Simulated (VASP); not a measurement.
Crystal: SiC.

```xyz
4
Lattice="3.0760 0.0000 0.0000 -1.5380 2.6639 0.0000 0.0000 0.0000 5.0480" Properties=species:S:1:pos:R:3 pbc="T T T"
Si    0.0000    1.7759    0.0000
Si    1.5380    0.8880    2.5240
C     0.0000    1.7759    1.9435
C     1.5380    0.8880    4.4675
```

* Program: VASP 6.6.1
* Task: relaxation of cell and atoms
* Functional: PBE
* Potentials or basis: VASP PAW PBE potentials, release 64 (Si, C)
* Cutoff: 600 eV
* k mesh: 6 × 6 × 4
* Occupations: gaussian, width 0.1 eV
* Spin: no spin polarisation

At the start: pressure 3.5 GPa; volume 10.34 Å³/atom.

Where does the relaxation end?

Over 4 steps the energy falls by 10.4 meV/atom and the volume is 10.49 Å³/atom (+1.5 %); space group P6_3mc (No. 186, to 0.05 Å).

The path:
```csv
step,energy change (eV),largest force (eV/Å),pressure (GPa),volume (Å³)
1,0.0000,0.7450,3.50,41.36
2,-0.0027,0.6235,-3.41,42.73
3,-0.0386,0.0837,-0.43,42.06
4,-0.0415,0.0247,0.06,41.97
```

Final structure:
```
Si C
1.0
     3.09045    0.00000    0.00000
    -1.54522    2.67640    0.00000
     0.00000    0.00000    5.07364
Si C
2 2
Direct
  0.33333 0.66667 0.00470
  0.66667 0.33333 0.50470
  0.33333 0.66667 0.38030
  0.66667 0.33333 0.88030
```

Caveat: the relaxation stopped at a loose force limit of 0.05 eV/Å, so its end isn't a converged minimum.
